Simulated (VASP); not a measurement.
# La (P6_3/mmc) in VASP: single point with LDA

Aim: the single point of La with LDA.

Program: VASP 6.6.1. These are calculated values, not measurements. Logs are shortened: lines on timing, memory, paths and dates and some standing lists are left out, and cuts for length are marked.

**1. The cell of the first run**

It takes space group P6_3/mmc (No. 194, hexagonal). Conventional cell: a = 3.593 Å, b = 3.593 Å, c = 11.542 Å, α = 90.00°, β = 90.00°, γ = 120.00°. La (site symmetry -3m) has 12 La at 3.55 to 3.59 Å within 4.7 Å. Within 4.7 Å of La (site symmetry -6m2) lie 12 La at 3.55 to 3.59 Å.

**2. Single point, LDA**

Input file INCAR:

```
SYSTEM = La
  PREC = Accurate
  ENCUT = 520
  EDIFF = 1E-6
  ISMEAR = 0
  SIGMA = 0.1
  LREAL = .FALSE.
  LASPH = .TRUE.
  NELM = 60
  ALGO = Fast
  ISIF = 2
  LWAVE = .FALSE.
  LCHARG = .FALSE.
  NBANDS = 30
```

Input file KPOINTS:

```
Automatic mesh
0
G
  12 12 4
  0 0 0
```

Input file POSCAR:

```
La
1.0
    3.5929828638      0.0000000000      0.0000000000
   -1.7964914319      3.1116144354      0.0000000000
    0.0000000000      0.0000000000     11.5416955643
La
4
Direct
    0.0000000000      0.0000000000      0.0000000000
    0.0000000000      0.0000000000      0.5000000000
    0.3333333333      0.6666666667      0.2500000000
    0.6666666667      0.3333333333      0.7500000000
```

Potentials or basis: VASP PAW LDA potentials, release 64 (La).

Started as:

```console
$ cat potpaw_LDA.64/La/POTCAR > POTCAR
$ mpirun -np 1 vasp_std > vasp.out
```

OUTCAR:

```text
SYSTEM = La
   PREC = Accurate
   ENCUT = 520
   EDIFF = 1E-6
   ISMEAR = 0
   LREAL = .FALSE.
   LASPH = .TRUE.
   NELM = 60
   ISIF = 2

 ion  position               nearest neighbor table
   1  0.000  0.000  0.000-   3 3.55   4 3.55   3 3.55   4 3.55   4 3.55   3 3.55
   2  0.000  0.000  0.500-   3 3.55   4 3.55   3 3.55   4 3.55   4 3.55   3 3.55
   3  0.333  0.667  0.250-   1 3.55   2 3.55   1 3.55   2 3.55   1 3.55   2 3.55
   4  0.667  0.333  0.750-   1 3.55   2 3.55   1 3.55   2 3.55   1 3.55   2 3.55

  LATTYP: Found a hexagonal cell.
 ALAT       =     3.5929828638
 C/A-ratio  =     3.2122879518

  Lattice vectors:

 A1 = (   3.5929828638,   0.0000000000,   0.0000000000)
 A2 = (  -1.7964914319,   3.1116144354,   0.0000000000)
 A3 = (   0.0000000000,   0.0000000000,  11.5416955643)

Analysis of symmetry for initial positions (statically):
=====================================================================
 Subroutine PRICEL returns:
 Original cell was already a primitive cell.

 Routine SETGRP: Setting up the symmetry group for a
 hexagonal supercell.

 Subroutine GETGRP returns: Found 24 space group operations
 (whereof 12 operations were pure point group operations)
 out of a pool of 24 trial point group operations.

The static configuration has the point symmetry D_3d.
 The point group associated with its full space group is D_6h.

Analysis of symmetry for dynamics (positions and initial velocities):
=====================================================================
 Subroutine PRICEL returns:
 Original cell was already a primitive cell.

 Routine SETGRP: Setting up the symmetry group for a
 hexagonal supercell.

 Subroutine GETGRP returns: Found 24 space group operations
 (whereof 12 operations were pure point group operations)
 out of a pool of 24 trial point group operations.

The dynamic configuration has the point symmetry D_3d.
 The point group associated with its full space group is D_6h.

 Subroutine INISYM returns: Found 24 space group operations
 (whereof 12 operations are pure point group operations),
 and found     1 'primitive' translations

----------------------------------------------------------------------------------------

                                     Primitive cell

  volume of cell :     129.0359

  direct lattice vectors                    reciprocal lattice vectors
     3.592982864  0.000000000  0.000000000     0.278320281  0.160688289  0.000000000
    -1.796491432  3.111614435  0.000000000     0.000000000  0.321376578  0.000000000
     0.000000000  0.000000000 11.541695564     0.000000000  0.000000000  0.086642382

  length of vectors
     3.592982864  3.592982864 11.541695564     0.321376578  0.321376578  0.086642382

  position of ions in fractional coordinates (direct lattice)
     0.000000000  0.000000000  0.000000000
     0.000000000  0.000000000  0.500000000
     0.333333333  0.666666667  0.250000000
     0.666666667  0.333333333  0.750000000

  ion indices of the primitive-cell ions
   primitive index   ion index
                 1           1
                 2           2
                 3           3
                 4           4

----------------------------------------------------------------------------------------

 KPOINTS: Automatic mesh

Automatic generation of k-mesh.
 Grid dimensions read from file:
 generate k-points for:   12   12    4

 Generating k-lattice:

  Cartesian coordinates                     Fractional coordinates (reciprocal lattice)
     0.023193357  0.013390691  0.000000000     0.083333333  0.000000000  0.000000000
     0.000000000  0.026781382  0.000000000     0.000000000  0.083333333  0.000000000
     0.000000000  0.000000000  0.021660596     0.000000000  0.000000000  0.250000000

  Length of vectors
     0.026781382  0.026781382  0.021660596

  Shift w.r.t. Gamma in fractional coordinates (k-lattice)
     0.000000000  0.000000000  0.000000000

 Subroutine IBZKPT returns following result:
 ===========================================

 Found     57 irreducible k-points:

 Following reciprocal coordinates:
            Coordinates               Weight
  0.000000  0.000000  0.000000      1.000000
  0.083333 -0.000000  0.000000      6.000000
  0.166667 -0.000000  0.000000      6.000000
  0.250000  0.000000  0.000000      6.000000
  0.333333  0.000000  0.000000      6.000000
  0.416667  0.000000  0.000000      6.000000
[... 16 lines left out ...]
  0.250000  0.000000  0.250000     12.000000
  0.333333  0.000000  0.250000     12.000000
 [... further k-points ...]
   k-points           NKPTS =     57   k-points in BZ     NKDIM =     57   number of bands    NBANDS=     30
   number of dos      NEDOS =    301   number of ions     NIONS =      4
   total plane-waves  NPLWV =  70560
   dimension x,y,z NGX =    28 NGY =   28 NGZ =   90
   dimension x,y,z NGXF=    56 NGYF=   56 NGZF=  180
   ions per type =               4
   NGX,Y,Z   is equivalent  to a cutoff of  12.96, 12.96, 12.96 a.u.
   NGXF,Y,Z  is equivalent  to a cutoff of  25.91, 25.91, 25.93 a.u.
 SYSTEM =  La
   PREC   = accura    normal or accurate (medium, high low for compatibility)
   ISTART =      0    job   : 0-new  1-cont  2-samecut
   ICHARG =      2    charge: 1-file 2-atom 10-const
   ISPIN  =      1    spin polarized calculation?
   LNONCOLLINEAR =      F non collinear calculations
   LSORBIT =      F    spin-orbit coupling
   LASPH  =      T    aspherical Exc in radial PAW
   ENCUT  =  520.0 eV  38.22 Ry    6.18 a.u.   6.68  6.68 21.46*2*pi/ulx,y,z
   NELM   =     60;   NELMIN=  2; NELMDL= -5     # of ELM steps
   EDIFF  = 0.1E-05   stopping-criterion for ELM
   LREAL  =      F    real-space projection
   EDIFFG = 0.1E-04   stopping-criterion for IOM
   NSW    =      0    number of steps for IOM
   IBRION =     -1    ionic relax: 0-MD 1-quasi-New 2-CG
   NFREE  =      0    steps in history (QN), initial steepest desc. (CG)
   ISIF   =      2    stress and relaxation
   ISYM   =      2    0-nonsym 1-usesym 2-fastsym
   POTIM  = 0.5000    time-step for ionic-motion
   TEBEG  =    0.0;   TEEND  =   0.0 temperature during run
   PSTRESS=    0.0 pullay stress
   NELECT =      44.0000    total number of electrons
   NUPDOWN=      -1.0000    fix difference up-down
   EMIN   =  10.00;   EMAX   =-10.00  energy-range for DOS
   EFERMI =   0.00;   METHOD = LEGACY
   ISMEAR =     0;   SIGMA  =   0.10  broadening in eV -4-tet -1-fermi 0-gaus
   EFERMI_NEDOS =   21; number of points for ismear=-14 and -15
   IALGO  =     68    algorithm
   IMIX   =      4    mixing-type and parameters
     AMIX     =   0.40;   BMIX     =  1.00
     AMIX_MAG =   1.60;   BMIX_MAG =  1.00
  volume/ion in A,a.u.               =      32.26       217.69
  Fermi-wavevector in a.u.,A,eV,Ry     =   1.143727  2.161330 17.797923  1.308110
  Thomas-Fermi vector in A             =   2.280421
   LORBIT       =      0    0 simple, 1 ext, 2 COOP (PROOUT), +10 PAW based schemes
   GGA     = CA    functional components
   LHFCALC =     F    Hartree Fock is set to
   AEXX    =    0.0000 exact exchange contribution
   IVDW    =     0    specifies the selected vdW correction
   LEPSILON=     F    determine dielectric tensor
   LRPA    =     F    only Hartree local field effects (RPA)
 non-spin polarized calculation
 RMM-DIIS sequential band-by-band and
 Gauss-broadening in eV      SIGMA  =   0.10
  energy-cutoff  :      520.00
  volume of cell :      129.04
 maximum number of plane-waves:      3523
 NGX is ok and might be reduce to    28
   NGX = 13   NGY = 13   NGZ = 43

 number of electron      44.0000002 magnetization

 Free energy of the ion-electron system (eV)
  ---------------------------------------------------
  ext. energy  EPLUGINS =         0.00000000
  ---------------------------------------------------
  free energy    TOTEN  =       -22.34519970 eV

  energy without entropy =      -22.31219224  energy(sigma->0) =      -22.32869597

 E-fermi :   9.1258     XC(G=0): -10.3490

 val. band max:        9.1217727211   @ k =   0.2500   0.2500   0.2500
 cond. band min:       9.1315738258   @ k =   0.2500   0.2500   0.5000
 fundamental gap:      0.0098011048
 Fermi energy:         9.1258064323

 k-point     1 :       0.0000    0.0000    0.0000
  band No.  band energies     occupation
      1     -23.5271      2.00000
      2     -23.3554      2.00000
      3     -23.3456      2.00000
      4     -23.1636      2.00000
      5      -8.2699      2.00000
      6      -7.2905      2.00000
[... 22 lines left out ...]
     29      10.8779      0.00000
     30      10.9423      0.00000

 k-point     2 :       0.0833   -0.0000    0.0000
  band No.  band energies     occupation
      1     -23.5082      2.00000
      2     -23.3412      2.00000
      3     -23.3314      2.00000
      4     -23.1548      2.00000
      5      -8.2280      2.00000
      6      -7.3040      2.00000
[... 22 lines left out ...]
     29      10.8016      0.00000
     30      10.9173      0.00000

 k-point     3 :       0.1667   -0.0000    0.0000
  band No.  band energies     occupation
      1     -23.4551      2.00000
      2     -23.3022      2.00000
      3     -23.2924      2.00000
      4     -23.1317      2.00000
      5      -8.1075      2.00000
      6      -7.3748      2.00000
[... 22 lines left out ...]
     29      10.7480      0.00000
     30      10.8223      0.00000

 k-point     4 :       0.2500    0.0000    0.0000
  band No.  band energies     occupation
      1     -23.3782      2.00000
      2     -23.2481      2.00000
      3     -23.2382      2.00000
      4     -23.1028      2.00000
      5      -7.9304      2.00000
      6      -7.5880      2.00000
[... 616 lines left out ...]
     29      10.7173      0.00000
     30      10.8971      0.00000

 k-point    23 :       0.2500    0.0000    0.2500
  band No.  band energies     occupation
      1     -23.3681      2.00000
      2     -23.2956      2.00000
      3     -23.1899      2.00000
      4     -23.1137      2.00000
      5      -7.9052      2.00000
      6      -7.7124      2.00000
[... 22 lines left out ...]
     29      10.7663      0.00000
     30      10.9358      0.00000

 k-point    24 :       0.3333    0.0000    0.2500
  band No.  band energies     occupation
      1     -23.2857      2.00000
      2     -23.2291      2.00000
      3     -23.1467      2.00000
      4     -23.0880      2.00000
      5      -7.9202      2.00000
      6      -7.7878      2.00000
[... 22 lines left out ...]
     29      10.7820      0.00000
     30      10.9437      0.00000

 [... further k-points ...]
[... 5 lines left out ...]
  --------------------------------------------------------------------------------------
  -------------------------------------------------------------------------------------
  Total       -0.0906266     -0.0906266     -0.0871641      0.0000000      0.0000000      0.0000000
  in kB       -1.1252677     -1.1252677     -1.0822749      0.0000000      0.0000000      0.0000000
  external PRESSURE =      -1.1109368 kB  Pullay stress =       0.0000000 kB

 VOLUME and BASIS-vectors are now :
 -----------------------------------------------------------------------------
  energy-cutoff  :      520.00
  volume of cell :      129.04
      direct lattice vectors                 reciprocal lattice vectors
     3.592982864  0.000000000  0.000000000     0.278320281  0.160688289  0.000000000
    -1.796491432  3.111614435  0.000000000     0.000000000  0.321376578  0.000000000
     0.000000000  0.000000000 11.541695564     0.000000000  0.000000000  0.086642382

 POSITION                                       TOTAL-FORCE (eV/Angst)
 -----------------------------------------------------------------------------------
      0.00000      0.00000      0.00000         0.000000      0.000000     -0.000000
      0.00000      0.00000      5.77085         0.000000      0.000000     -0.000000
     -0.00000      2.07441      2.88542         0.000000      0.000000      0.000000
      1.79649      1.03720      8.65627        -0.000000      0.000000     -0.000000
 -----------------------------------------------------------------------------------
    total drift:                                0.000000     -0.000000      0.000000

  FREE ENERGIE OF THE ION-ELECTRON SYSTEM (eV)
  ---------------------------------------------------
  free  energy   TOTEN  =       -22.3451997013 eV

  energy  without entropy=      -22.3121922411  energy(sigma->0) =      -22.32869597
```

Run time: 33 min. Hardware: 1 thread of Intel Xeon 8259CL, shared host; peak memory 0.31 GiB.

What came out:

```
Free energy            : -22.3452 eV
Pressure               : -0.1 GPa
Band gap on the k mesh : zero (bands 22 and 23 overlap by 1.21 eV)
```

Levels at points of the mesh, in eV from the Fermi level:
```
           k point  band 19  band 20  band 21  band 22  band 23  band 24  band 25  band 26
(0.00, 0.00, 0.00)    -1.73    -1.71     0.60     0.76     1.22     1.23     1.25     1.33
(0.50, 0.00, 0.00)    -1.84    -1.28    -0.86    -0.29    -0.23     0.47     1.13     1.17
(0.00, 0.00, 0.50)    -1.81    -1.81     0.70     0.70     1.29     1.29     1.32     1.34
(0.50, 0.00, 0.50)    -1.54    -1.54    -1.32    -1.32     0.61     0.61     1.35     1.35
```

Caveat: spin-orbit coupling is left out, which moves the levels of the heavy elements.
